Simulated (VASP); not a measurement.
Crystal: Au.

```
Au
1.0
     2.85254    0.00000    0.00000
    -0.01313    2.85729    0.00000
    -1.15287   -1.20101    4.98881
Au
2
Direct
  0.67286 0.66596 0.27405
  0.32714 0.33404 0.72594
```

Base run:

```yaml
Program: VASP 6.6.1
Functional: PBEsol
Potentials_or_basis: VASP PAW PBE potentials, release 64 (Au)
Cutoff: 520 eV
k_mesh: 10 × 10 × 6
Occupations: fermi-dirac, width 0.05 eV
Spin: no spin polarisation
```

Its results: band gap on the k mesh zero (band 11 reaches 9.80 eV, above the bottom of band 12 at 4.85 eV); pressure -11.6 GPa; largest force 0.165 eV/Å.

Task: The run is repeated on the same cell with these changes: functional from PBEsol to r2SCAN; further incar settings from ALGO = Fast; EDIFF = 1e-06; NBANDS = 18 to ALGO = Normal; EDIFF = 1e-07; NBANDS = 18. What comes out?

Result: Band gap on the k mesh zero (band 11 reaches 10.13 eV, above the bottom of band 12 at 4.68 eV); pressure -7.8 GPa; largest force 0.072 eV/Å.

Caveats: the PAW data sets were made with another functional, which shifts forces and pressure a little; spin-orbit coupling is left out, which moves the levels of the heavy elements.
